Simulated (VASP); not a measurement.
BeTe:

```
Te Be
1.0
     0.00000    2.72304    2.72304
     2.72304    0.00000    2.72304
     2.72304    2.72304    0.00000
Te Be
1 1
Direct
  0.75000 0.75000 0.75000
  0.00000 0.00000 0.00000
```

| Quantity | Value |
| --- | --- |
| Program | VASP 6.6.1 |
| Task | relaxation of cell and atoms |
| Functional | rSCAN |
| Potentials or basis | VASP PAW PBE potentials, release 64 (Te, Be) |
| Cutoff | 380 eV |
| k mesh | 6 × 6 × 6 |
| Occupations | gaussian, width 0.03 eV |
| Spin | no spin polarisation |

At the start: pressure 8.5 GPa; volume 20.19 Å³/atom.

Question: Where does the relaxation end?

Answer: Over 6 steps the energy falls by 59.6 meV/atom and the volume is 22.64 Å³/atom (+12.1 %); space group F-43m (No. 216, to 0.1 Å) before and after.

The path:
| step | energy change (eV) | largest force (eV/Å) | pressure (GPa) | volume (Å³) |
| --- | --- | --- | --- | --- |
| 1 | 0.0000 | 0.0000 | 8.53 | 40.38 |
| 2 | -0.1069 | 0.0000 | -2.05 | 47.00 |
| 3 | -0.1184 | 0.0000 | 0.04 | 45.25 |
| 4 | -0.1183 | 0.0000 | -0.09 | 45.35 |
| 5 | -0.1184 | 0.0000 | 0.00 | 45.27 |
| 6 | -0.1192 | 0.0000 | 0.00 | 45.27 |

Final structure:
```
Te Be
1.0
     0.00000    2.82884    2.82884
     2.82884    0.00000    2.82884
     2.82884    2.82884    0.00000
Te Be
1 1
Direct
  0.75000 0.75000 0.75000
  0.00000 0.00000 0.00000
```

Where two steps share one volume, the run began anew on that cell with a basis built for it.

Caveat: the PAW data sets were made with another functional, which shifts forces and pressure a little.
